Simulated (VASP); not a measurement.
Wanted: the native input for a VASP 6.6.1 run.

- Task: dielectric tensor
- Functional: PBE
- Potentials or basis: VASP PAW PBE potentials, release 64 (Sr_sv, O)
- Cutoff: 520 eV
- k mesh: 6 × 6 × 6
- Occupations: gaussian, width 0.01 eV
- Spin: no spin polarisation
- Dipole correction: no
- Further INCAR settings: ALGO = Normal; EDIFF = 1e-08

The structure of SrO lies in POSCAR:

```
SrO
1.0
    0.0000000000      2.7922805133      2.7922805133
    2.7922805133      0.0000000000      2.7922805133
    2.7922805133      2.7922805133      0.0000000000
Sr O
1 1
Direct
    0.0000000000      0.0000000000      0.0000000000
    0.2500000000      0.2500000000      0.2500000000
```

These files were run (other wordings do the same):

INCAR

```
PREC = Accurate ; ENCUT = 520
EDIFF = 1E-8 ; ISMEAR = 0
SIGMA = 0.01 ; LREAL = F
LASPH = T ; NELM = 80
ALGO = Normal ; ISIF = 2
LWAVE = F ; LCHARG = F
GGA = PE ; LEPSILON = T
```

KPOINTS

```
Automatic mesh
0
Gamma
  6 6 6
```

Potentials or basis: VASP PAW PBE potentials, release 64 (Sr_sv, O).

Run with:

```sh
$ cat potpaw_PBE.64/Sr_sv/POTCAR potpaw_PBE.64/O/POTCAR > POTCAR
$ mpirun -np 1 vasp_std > vasp.out
```

It gave:

* Band gap on the k mesh: 2.53 eV (least direct gap 3.37 eV)
* Electronic dielectric tensor (diagonal): 3.37
* Born charges (mean of the diagonal): Sr +2.12; O -2.12 e

Run time: 6.4 min on 1 thread of Intel Xeon 8259CL, on a shared host, peak memory 0.23 GiB.
